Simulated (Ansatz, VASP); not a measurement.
One calculation of GaP, two programs

The input INCAR:

```
SYSTEM = GaP
  ALGO = Normal
  EDIFF = 1E-6
  ENCUT = 520
  GGA = CA
  ISIF = 2
  ISMEAR = 0
  LASPH = .TRUE.
  LCHARG = .TRUE.
  LELF = .TRUE.
  LREAL = .FALSE.
  LVHAR = .TRUE.
  LWAVE = .FALSE.
  NBANDS = 26
  NELM = 60
  PREC = Accurate
  SIGMA = 0.05
```

File KPOINTS:

```
k-points
0
G
  9 9 9
  0 0 0
```

Contents of POSCAR:

```
GaP
1.0
    1.8917535188      1.0922044033      6.6751153494
   -1.8917535188      1.0922044033      6.6751153494
    0.0000000000     -2.1844088066      6.6751153494
Ga P
2 2
Direct
    0.4359784395      0.4359784395      0.4359784395
    0.5640215605      0.5640215605      0.5640215605
    0.0580350955      0.0580350955      0.0580350955
    0.9419649045      0.9419649045      0.9419649045
```

Input for Ansatz:

```yaml
crystal:
  lattice:
    - [1.8917535188, 1.0922044033, 6.6751153494]
    - [-1.8917535188, 1.0922044033, 6.6751153494]
    - [0.0, -2.1844088066, 6.6751153494]
  atoms:
    - { symbol: Ga, position: [0.4359784395, 0.4359784395, 0.4359784395] }
    - { symbol: Ga, position: [0.5640215605, 0.5640215605, 0.5640215605] }
    - { symbol: P, position: [0.0580350955, 0.0580350955, 0.0580350955] }
    - { symbol: P, position: [0.9419649045, 0.9419649045, 0.9419649045] }
basis:
  ecutwfc: 420
kpoints:
  mp_grid: { grid: [9, 9, 9] }
hamiltonian:
  xc: lda
  pseudopotentials: { kind: paw, azcp: { folder: soft_1 } }
scf:
  occupations: { method: gaussian, width: 0.05 }
output:
  forces: true
  stress: true
  eigenvalues: true
```

Alike in both runs: task single point; functional LDA; k mesh 9 × 9 × 9; occupations gaussian, width 0.05 eV; no spin polarisation.

|  | VASP | Ansatz |
| --- | --- | --- |
| version | VASP 6.6.1 | Ansatz 0.2.0 |
| potentials or method | VASP PAW LDA potentials, release 64 (Ga_d, P), cutoff 520 eV | scalar-relativistic, plane waves, PAW |
| valence electrons in the cell | 36 | 36 |

VASP gave:

| Property | Result |
| --- | --- |
| gap on the k mesh at the Fermi level (eV) | 0.52 |
| least direct gap on the mesh (eV) | 0.70 |
| pressure (GPa) | -3.8 |
| traceless stress, the component that is largest in VASP (GPa) | -7.27 |
| rms of the force components (eV/Å) | 0.256 |

Task: Which values does Ansatz return?

Result: gap on the k mesh at the Fermi level (eV): 0.51; least direct gap on the mesh (eV): 0.68; pressure (GPa): -3.9; traceless stress, the component that is largest in VASP (GPa): -7.21; rms of the force components (eV/Å): 0.245.

Ansatz warns that its potentials were made for another functional, while VASP's fit it. LDA's correlation is that of Perdew and Zunger in VASP and of Perdew and Wang (1992) in Ansatz. Atom by atom the forces differ by 0.012 eV/Å (rms over components).
